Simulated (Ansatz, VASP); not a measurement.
# Ta in VASP and in Ansatz

```xyz
4
Lattice="2.9451 0.0000 0.0000 -1.4726 2.5506 0.0000 0.0000 0.0000 9.6188" Properties=species:S:1:pos:R:3 pbc="T T T"
Ta    0.0000    0.0000    0.0000
Ta    0.0000    0.0000    4.8094
Ta    0.0000    1.7004    2.4047
Ta    1.4726    0.8502    7.2141
```

Alike in both runs: task relaxation of cell and atoms; functional PBEsol; k mesh 12 × 12 × 4; occupations fermi-dirac, width 0.1 eV; no spin polarisation.

```csv
,VASP,Ansatz
version,VASP 6.6.1,Ansatz 0.2.0
potentials or method,"VASP PAW PBE potentials, release 64 (Ta_pv), cutoff 600 eV","plane waves (420 eV) with PAW, scalar-relativistic"
valence electrons in the cell,44,52
```

```tsv
	VASP	Ansatz	Ansatz less VASP
relaxed volume (Å³/atom)	18.19	18.17	-0.014
relaxed cell length with the largest relative difference (Å)	10.001	9.998	-0.0039
```

VASP's potentials were made for PBE, not for PBEsol, and Ansatz warns of the same on its side. VASP's potentials hold 44 valence electrons a cell and Ansatz's 52, so a difference there can come from the potentials and not from the codes.

Neither program's run includes spin-orbit coupling.
